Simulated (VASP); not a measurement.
MnO:

```
Mn O
1.0
     3.37170    0.00000    0.00000
    -1.68585    2.91998    0.00000
     0.00000    0.00000    5.38550
Mn O
2 2
Direct
  0.33333 0.66667 0.01096
  0.66667 0.33333 0.51096
  0.33333 0.66667 0.37547
  0.66667 0.33333 0.87547
```

Base run:

```yaml
Program: VASP 6.6.1
Functional: PBE
Potentials_or_basis: VASP PAW PBE potentials, release 64 (Mn_pv, O)
Cutoff: 520 eV
k_mesh: 12 × 12 × 8
Occupations: gaussian, width 0.1 eV
Spin: collinear spin, ferromagnetic start
Starting_moments: "[4.22, 4.22, 0.25, 0.25] μB"
```

Its results: band gap on the k mesh zero (filled and empty bands overlap); pressure 6.6 GPa; largest force 0.659 eV/Å.

The run is repeated on the same cell with these changes: spin from collinear spin, ferromagnetic start to no spin polarisation; further incar settings from ALGO = Normal; EDIFF = 1e-06; NBANDS = 31 to ALGO = Normal; EDIFF = 1e-06; NBANDS = 27. What comes out?

Band gap on the k mesh zero (band 19 reaches 5.59 eV, above the bottom of band 20 at 4.92 eV); pressure -28.8 GPa; largest force 0.261 eV/Å.

Caveats: semilocal functionals often make such compounds metallic where correlation or magnetic order opens a gap, which also shifts bond lengths.
